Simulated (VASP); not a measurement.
Input of a VASP 6.6.1 run:

File INCAR:

```
PREC     = Accurate       # precision mode
ENCUT    = 600            # plane-wave cutoff, eV
EDIFF    = 1E-6           # SCF threshold, eV
ISMEAR   = 0              # smearing method
SIGMA    = 0.1            # smearing width, eV
LREAL    = F              # projectors in reciprocal space
LASPH    = T              # aspherical terms in the spheres
NELM     = 100            # most SCF steps
ALGO     = Normal         # electronic algorithm
ISIF     = 3              # what is computed and relaxed
LWAVE    = F              # write WAVECAR
LCHARG   = F              # write CHGCAR
GGA      = PE             # functional
IBRION   = 2              # ionic algorithm
NSW      = 100            # ionic steps
EDIFFG   = -0.01          # ionic threshold
```

Contents of KPOINTS:

```
regular mesh
0
Gamma
  10 10 10
```

POSCAR

```
Ta4O
1.0
   -2.7635759965      2.7635759965      2.7635759965
    2.7635759965     -2.7635759965      2.7635759965
    2.7635759965      2.7635759965     -2.7635759965
Ta O
4 1
Direct
    0.5000000000      0.5000000000      0.5000000000
    0.0000000000      0.0000000000      0.5000000000
    0.0000000000      0.5000000000      0.0000000000
    0.5000000000      0.0000000000      0.0000000000
    0.0000000000      0.0000000000      0.0000000000
```

Potentials or basis: VASP PAW PBE potentials, release 64 (Ta_pv, O).

The run is started by

```console
$ cat potpaw_PBE.64/Ta_pv/POTCAR potpaw_PBE.64/O/POTCAR > POTCAR
$ mpirun -np 1 vasp_std > vasp.out
```

Q: Estimate the space group after relaxing (to 0.05 Å).

A: Im-3m (No. 229).

Q: What does it give for the relaxed volume?

A: 17.07 Å³/atom.

Q: Estimate the band gap on the k mesh.

A: Zero (band 25 reaches 6.29 eV, above the bottom of band 26 at 5.14 eV).

Q: Estimate the relaxed cell.

A: a = 4.804 Å, b = 4.804 Å, c = 4.804 Å, α = 109.47°, β = 109.47°, γ = 109.47°.

Final structure:
```yaml
crystal:
  lattice:
    - [-2.77354, 2.77354, 2.77354]
    - [2.77354, -2.77354, 2.77354]
    - [2.77354, 2.77354, -2.77354]
  atoms:
    - { symbol: Ta, position: [0.50000, 0.50000, 0.50000] }
    - { symbol: Ta, position: [0.00000, 0.00000, 0.50000] }
    - { symbol: Ta, position: [0.00000, 0.50000, 0.00000] }
    - { symbol: Ta, position: [0.50000, 0.00000, 0.00000] }
    - { symbol: O, position: [0.00000, 0.00000, 0.00000] }
```

Caveat: spin-orbit coupling is left out, which moves the levels of the heavy elements.
